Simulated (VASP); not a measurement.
GaSb3:

```
Sb Ga
1.0
     0.00000    3.75530    3.75530
     3.75530    0.00000    3.75530
     3.75530    3.75530    0.00000
Sb Ga
3 1
Cartesian
  3.7553 3.7553 3.7553
  5.6330 5.6330 5.6330
  1.8777 1.8777 1.8777
  0.0000 0.0000 0.0000
```

This cell differs from its parent crystal: volume scaled by 1.02.

Base run:

| Quantity | Value |
| --- | --- |
| Program | VASP 6.6.1 |
| Functional | PBEsol |
| Potentials or basis | VASP PAW PBE potentials, release 64 (Sb, Ga_d) |
| Cutoff | 520 eV |
| k mesh | 6 × 6 × 6 |
| Occupations | fermi-dirac, width 0.05 eV |
| Spin | no spin polarisation |

Its results: band gap on the k mesh zero (band 14 reaches 8.32 eV, above the bottom of band 15 at 4.75 eV); pressure -4.3 GPa.

Task: After a change of settings the same cell gave: band gap on the k mesh zero (band 14 reaches 8.47 eV, above the bottom of band 15 at 4.90 eV); pressure -1.5 GPa. Which change was it?
A. functional from PBEsol to PBE; cutoff from 520 eV to 500 eV
B. functional from PBEsol to r2SCAN; cutoff from 520 eV to 550 eV
C. functional from PBEsol to LDA; potentials or basis from VASP PAW PBE potentials, release 64 (Sb, Ga_d) to VASP PAW LDA potentials, release 64 (Sb, Ga_d); cutoff from 520 eV to 500 eV
D. functional from PBEsol to LDA; potentials or basis from VASP PAW PBE potentials, release 64 (Sb, Ga_d) to VASP PAW LDA potentials, release 64 (Sb, Ga_d)

Result: A.

PBE binds less tightly than PBEsol, so the same cell stands under more pressure.

Caveats: spin-orbit coupling is left out, which moves the levels of the heavy elements; the PAW data sets were made with another functional, which shifts forces and pressure a little (some runs).
